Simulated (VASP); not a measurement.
Runs of VASP 6.6.1 on Cu3O2. The structure is that of space group I4/mmm (No. 139), or close to it. The cells are those of the table. 

```csv
cell,gap on the mesh (eV),pressure (GPa)
"a = 4.473 Å, angles 124.8, 124.8, 82.0°, 5 atoms",none,(a)
"a = 4.775 Å, angles 128.5, 128.5, 75.8°, 5 atoms",none,-7.2
"a = 4.628 Å, angles 129.0, 129.0, 75.0°, 5 atoms",none,4.8
"a = 4.897 Å, angles 130.9, 130.9, 71.9°, 5 atoms",none,(b)
"a = 4.717 Å, angles 127.3, 127.3, 77.8°, 5 atoms",none,-3.7
```

Alike in all rows: task single point; level PBE; potentials or basis VASP PAW PBE potentials, release 64 (Cu, O); no spin polarisation; k mesh 14 × 14 × 14; cutoff (eV) 520; smearing gaussian 0.15 eV.

Q: Fill in the values left out.

A: (a) 22.1; (b) -11.2.

Caveats: the stress differs along the axes, from 4 to 59 GPa (at least some runs); the stress differs along the axes, from -12 to -5 GPa (at least some runs); the cell stands under pressure (at least some runs); the stress differs along the axes, from -25 to -5 GPa (at least some runs); the cell stands under tension (at least some runs).

A gap of «none» marks levels without a gap at the run's occupations.
